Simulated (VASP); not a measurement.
A run of VASP 6.6.1 is set up as follows.

File INCAR:

```
PREC     = Accurate       # precision mode
ENCUT    = 520            # plane-wave cutoff, eV
EDIFF    = 1E-6           # SCF threshold, eV
ISMEAR   = 0              # smearing method
SIGMA    = 0.05           # smearing width, eV
LREAL    = False          # projectors in reciprocal space
LASPH    = True           # aspherical terms in the spheres
NELM     = 80             # most SCF steps
ALGO     = Normal         # electronic algorithm
ISIF     = 2              # what is computed and relaxed
LWAVE    = False          # write WAVECAR
LCHARG   = False          # write CHGCAR
GGA      = PE             # functional
IVDW     = 12             # dispersion correction
ISYM     = 0            
NBANDS   = 31             # bands
```

File KPOINTS:

```
regular mesh
0
Gamma
  7 11 3
```

The input POSCAR:

```
C
1.0
    0.0000000000      1.4231666446     -3.3613878322
   -2.4649969361      0.0000000000      0.0000000000
    1.2324984681      9.8951886056      3.6343051426
C
10
Direct
    0.5749211639      0.0045109645      0.8090219290
    0.7674719792      0.6311039777      0.0622079555
    0.9693342754      0.2244557244      0.2489114489
    0.1711965716      0.8178074711      0.4356149422
    0.3730588677      0.4111592178      0.6223184356
    0.8343903169      0.1622477689      0.1244955379
    0.0362526131      0.7555995156      0.3111990313
    0.2381149092      0.3489512623      0.4979025246
    0.4399772054      0.9423030090      0.6846060180
    0.6418395016      0.5356547557      0.8713095114
```

Potentials or basis: VASP PAW PBE potentials, release 64 (C).

Run with:

```console
$ cat potpaw_PBE.64/C/POTCAR > POTCAR
$ mpirun -np 1 vasp_std > vasp.out
```

Task: Estimate the largest force.

Result: 2.883 eV/Å.

Task: Estimate the pressure.

Result: -7.4 GPa.

Task: Estimate the dispersion energy per atom.

Result: -0.150 eV.

Forces in eV/Å, atoms in the order of the input:
```
C    0.003  2.643  0.104
C    0.003 -2.739 -0.902
C    0.005  0.656  0.155
C    0.005  0.256 -0.006
C    0.005  0.371  0.011
C   -0.003 -2.643 -0.104
C   -0.005 -0.372 -0.011
C   -0.005 -0.256  0.006
C   -0.005 -0.656 -0.155
C   -0.003  2.739  0.902
```

Caveat: the stress differs along the axes, from -19 to -1 GPa; forces of over 1 eV/Å act on the atoms, so gaps and moduli don't describe the material at rest.
